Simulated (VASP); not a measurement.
# Si: single point with PBE

Si:

```
Si
1.0
    -1.45991    1.45991    1.45991
     1.45991   -1.45991    1.45991
     1.45991    1.45991   -1.45991
Si
1
Cartesian
  0.0000 0.0000 0.0000
```

This cell differs from its parent crystal: volume scaled by 0.85.

| Property | Result |
| --- | --- |
| Program | VASP 6.6.1 |
| Task | single point |
| Functional | PBE |
| Potentials or basis | VASP PAW PBE potentials, release 64 (Si) |
| Cutoff | 520 eV |
| k mesh | 17 × 17 × 17 |
| Occupations | fermi-dirac, width 0.05 eV |
| Spin | no spin polarisation |

- Pressure: 21.4 GPa
- Band gap on the k mesh: zero (band 2 reaches 25.44 eV, above the bottom of band 3 at 7.84 eV)

Levels at points of the mesh, in eV from the Fermi level:
```csv
k point,band 1,band 2,band 3,band 4,band 5,band 6
"(0.00, 0.00, 0.00)",-15.73,13.33,13.33,13.33,13.71,13.71
```

It took 5 s on 1 thread of Intel(R) Xeon(R) 6975P-C (Granite Rapids), with other jobs on the host, peak memory 0.12 GiB.
